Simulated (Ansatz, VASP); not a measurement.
One calculation of Ag, two programs

INCAR

```
SYSTEM = Ag
AGGAC = 1.0
AGGAX = 1.0
ALDAC = 0.0
ALDAX = 1.0
ALGO = Normal
EDIFF = 1E-7
EDIFFG = -0.01
ENCUT = 600
GGA = B5
IBRION = 2
ISIF = 3
ISMEAR = -1
LASPH = .TRUE.
LCHARG = .FALSE.
LREAL = .FALSE.
LWAVE = .FALSE.
NELM = 100
NSW = 80
PREC = Accurate
SIGMA = 0.1
```

The input KPOINTS:

```
k-points
0
G
  5 5 5
  0 0 0
```

The input POSCAR:

```
Ag
1.0
    5.1482893941      0.0000000000      0.0000000000
    0.0000000000      5.1482893941      0.0000000000
    0.0000000000      0.0000000000      5.1482893941
Ag
8
Direct
    0.0000000000      0.0000000000      0.0000000000
    0.5000000000      0.5000000000      0.5000000000
    0.2500000000      0.0000000000      0.5000000000
    0.7500000000      0.0000000000      0.5000000000
    0.5000000000      0.2500000000      0.0000000000
    0.5000000000      0.7500000000      0.0000000000
    0.0000000000      0.5000000000      0.2500000000
    0.0000000000      0.5000000000      0.7500000000
```

Input for Ansatz:

```yaml
crystal:
  lattice:
    - [5.1482893941, 0.0, 0.0]
    - [0.0, 5.1482893941, 0.0]
    - [0.0, 0.0, 5.1482893941]
  atoms:
    - { symbol: Ag, position: [0.0, 0.0, 0.0] }
    - { symbol: Ag, position: [0.5, 0.5, 0.5] }
    - { symbol: Ag, position: [0.25, 0.0, 0.5] }
    - { symbol: Ag, position: [0.75, 0.0, 0.5] }
    - { symbol: Ag, position: [0.5, 0.25, 0.0] }
    - { symbol: Ag, position: [0.5, 0.75, 0.0] }
    - { symbol: Ag, position: [0.0, 0.5, 0.25] }
    - { symbol: Ag, position: [0.0, 0.5, 0.75] }
hamiltonian:
  xc: blyp
  pseudopotentials:
    kind: paw
    azcp:
      Ag: "pseudopotentials/Ag.paw.azcp"
basis:
  ecutwfc: 420
  fft_grid_basis: typed
kpoints:
  mp_grid: { grid: [5, 5, 5], shift: [0, 0, 0] }
magnetization:
  spin_polarized: false
scf:
  occupations: { method: fermi_dirac, width: 0.1 }
relax:
  max_steps: 60
  f_tol: 0.01
  cell: {}
```

Alike in both runs: task relaxation of cell and atoms; functional BLYP; k mesh 5 × 5 × 5; occupations fermi-dirac, width 0.1 eV; no spin polarisation.

|  | VASP | Ansatz |
| --- | --- | --- |
| version | VASP 6.6.1 | Ansatz 0.2.0 |
| potentials or method | VASP PAW PBE potentials, release 64 (Ag), cutoff 600 eV | plane waves (420 eV) with PAW, scalar-relativistic |
| valence electrons in the cell | 88 | 152 |

```tsv
	VASP	Ansatz	Ansatz less VASP
relaxed volume (Å³/atom)	19.94	19.92	-0.017
relaxed cell length with the largest relative difference (Å)	5.423	5.422	-0.0016
```

VASP's potentials were made for PBE, not for BLYP. VASP's potentials hold 88 valence electrons a cell and Ansatz's 152, so a difference there can come from the potentials and not from the codes.

Noted on VASP's run: the volume moved by over 15 % at a fixed basis, so the end points are rough.
